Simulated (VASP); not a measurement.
A run of VASP 6.6.1 is set up as follows.

INCAR

```
SYSTEM = BN
PREC = Accurate
ENCUT = 520
EDIFF = 1E-8
ISMEAR = 0
SIGMA = 0.01
LREAL = .False.
LASPH = .True.
NELM = 60
ALGO = Normal
ISIF = 2
LWAVE = .False.
LCHARG = .False.
GGA = PS
NBANDS = 11
IBRION = 8
NSW = 1
LEPSILON = .True.
```

The input KPOINTS:

```
regular mesh
0
Gamma
  12 12 12
  0 0 0
```

File POSCAR:

```
BN
1.0
    0.0000000000      1.7982306997      1.7982306997
    1.7982306997      0.0000000000      1.7982306997
    1.7982306997      1.7982306997      0.0000000000
B N
1 1
Direct
    0.0000000000      0.0000000000      0.0000000000
    0.7500000000      0.7500000000      0.7500000000
```

Potentials or basis: VASP PAW PBE potentials, release 64 (B, N).

Run with:

```bash
$ cat potpaw_PBE.64/B/POTCAR potpaw_PBE.64/N/POTCAR > POTCAR
$ mpirun -np 1 vasp_std > vasp.out
```

(1) Estimate the electronic dielectric tensor (diagonal).

(2) Estimate the Born charges (mean of the diagonal).

(3) Predict the highest phonon frequency at Γ, LO-TO splitting left out.

## Answers

(1) 4.62.

(2) B +1.90; N -1.90 e.

(3) 1060 cm⁻¹.

Caveat: the cell stands under pressure or tension, which shifts response properties.
